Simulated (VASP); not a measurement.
Wanted: the native input for a VASP 6.6.1 run.

```yaml
Task: single point
Functional: PBE
Potentials_or_basis: VASP PAW PBE potentials, release 64 (Ca_sv, Al, O)
Cutoff: 520 eV
k_mesh: 6 × 6 × 6
Occupations: gaussian, width 0.2 eV
Spin: no spin polarisation
Dipole_correction: no
Further_INCAR_settings: ALGO = Normal; EDIFF = 1e-07; NBANDS = 31
```

The structure of Ca2Al2O3 lies in POSCAR:

```
Ca2Al2O3
1.0
    2.6981757380      1.5577924886      4.1778082215
   -2.6981757380      1.5577924886      4.1778082215
    0.0000000000     -3.1155849773      4.1778082215
Ca Al O
2 2 3
Direct
    0.0000000000      0.0000000000      0.0000000000
    0.5000000000      0.5000000000      0.5000000000
    0.7569699233      0.7569699233      0.7569699233
    0.2430300767      0.2430300767      0.2430300767
    0.5000000000      1.0000000000      0.0000000000
    0.0000000000      0.0000000000      0.5000000000
    1.0000000000      0.5000000000      0.0000000000
```

The input as run:

INCAR

```
PREC = Accurate ; ENCUT = 520
EDIFF = 1E-7 ; ISMEAR = 0
SIGMA = 0.2 ; LREAL = False
LASPH = True ; NELM = 100
ALGO = Normal ; ISIF = 2
LWAVE = False ; LCHARG = True
GGA = PE ; LELF = True
LVHAR = True ; NBANDS = 31
```

KPOINTS

```
regular mesh
0
Gamma
  6 6 6
```

Potentials or basis: VASP PAW PBE potentials, release 64 (Ca_sv, Al, O).

Launch:

```console
$ cat potpaw_PBE.64/Ca_sv/POTCAR potpaw_PBE.64/Al/POTCAR potpaw_PBE.64/O/POTCAR > POTCAR
$ mpirun -np 1 vasp_std > vasp.out
```

Results of the run:

```
Pressure               : 0.1 GPa
Largest force          : 0.007 eV/Å
Band gap on the k mesh : zero (band 22 reaches 5.86 eV, above the bottom of band 23 at 5.37 eV)
```

Wall time 2.4 min on 1 thread of Intel(R) Xeon(R) Platinum 8259CL CPU @ 2.50GHz (Skylake/Cascade Lake), on a shared host, peak memory 0.29 GiB.
